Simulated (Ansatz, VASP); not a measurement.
CdF2: VASP beside Ansatz

POSCAR

```
CdF2
1.0
    0.0000000000      2.6939990179      2.6939990179
    2.6939990179      0.0000000000      2.6939990179
    2.6939990179      2.6939990179      0.0000000000
Cd F
1 2
Direct
    0.0000000000      0.0000000000      0.0000000000
    0.2500000000      0.2500000000      0.2500000000
    0.7500000000      0.7500000000      0.7500000000
```

INCAR.step1

```
PREC = Accurate ; ENCUT = 520
EDIFF = 1E-5 ; ISMEAR = 0
SIGMA = 0.05 ; LREAL = F
LASPH = T ; NELM = 80
ALGO = Normal ; ISIF = 2
LWAVE = T ; LCHARG = F
GGA = PE ; NBANDS = 20
```

File INCAR.step2:

```
PREC = Accurate ; ENCUT = 520
EDIFF = 1E-7 ; ISMEAR = 0
SIGMA = 0.05 ; LREAL = F
LASPH = T ; NELM = 80
ALGO = Normal ; ISIF = 2
LWAVE = F ; LCHARG = F
GGA = PE ; LHFCALC = T
AEXX = 0.1 ; HFSCREEN = 0.20787
PRECFOCK = Normal ; ISTART = 1
NBANDS = 20
```

Contents of KPOINTS:

```
Automatic mesh
0
Gamma
  4 4 4
```

Input for Ansatz:

```yaml
crystal:
  lattice:
    - [0.0, 2.6939990179, 2.6939990179]
    - [2.6939990179, 0.0, 2.6939990179]
    - [2.6939990179, 2.6939990179, 0.0]
  atoms:
    - { symbol: Cd, position: [0.0, 0.0, 0.0] }
    - { symbol: F, position: [0.25, 0.25, 0.25] }
    - { symbol: F, position: [0.75, 0.75, 0.75] }
basis:
  ecutwfc: 420
  ecutrho_ratio: 4
kpoints:
  mp_grid: { grid: [4, 4, 4] }
hamiltonian:
  xc: { preset: hse06, exx: { coeff: 0.1, omega: 0.20787 } }
scf:
  occupations: { method: gaussian, width: 0.05 }
  n_extra_bands: 10
output:
  forces: true
  stress: true
  eigenvalues: true
  populations: true
  dos: { projected: true, de: 0.02 }
```

Alike in both runs: task single point; functional PBE-based screened hybrid with a share of 0.1 of exact exchange and HFSCREEN = 0.20787; k mesh 4 × 4 × 4; occupations gaussian, width 0.05 eV; no spin polarisation.

|  | VASP | Ansatz |
| --- | --- | --- |
| version | VASP 6.6.1 | Ansatz 0.2.0 |
| potentials or method | VASP PAW PBE potentials, release 64 (Cd, F), cutoff 520 eV | scalar-relativistic, plane waves, PAW |
| valence electrons in the cell | 26 | 34 |

|  | VASP | Ansatz | Ansatz less VASP |
| --- | --- | --- | --- |
| gap on the k mesh at the Fermi level (eV) | 3.88 | 3.92 | +0.037 |
| least direct gap on the mesh (eV) | 4.42 | 4.45 | +0.036 |
| pressure (GPa) | 4.7 | 3.9 | -0.81 |

VASP's potentials were made for PBE, not for PBE-based screened hybrid. With one functional, cell and mesh, what is left measures potentials, basis and numerics. VASP's potentials hold 26 valence electrons a cell and Ansatz's 34, so a difference there can come from the potentials and not from the codes. Ansatz's warnings: stress exchange threshold loose, stress scf threshold loose.

The k mesh is coarse, so the values compare programs but aren't converged.
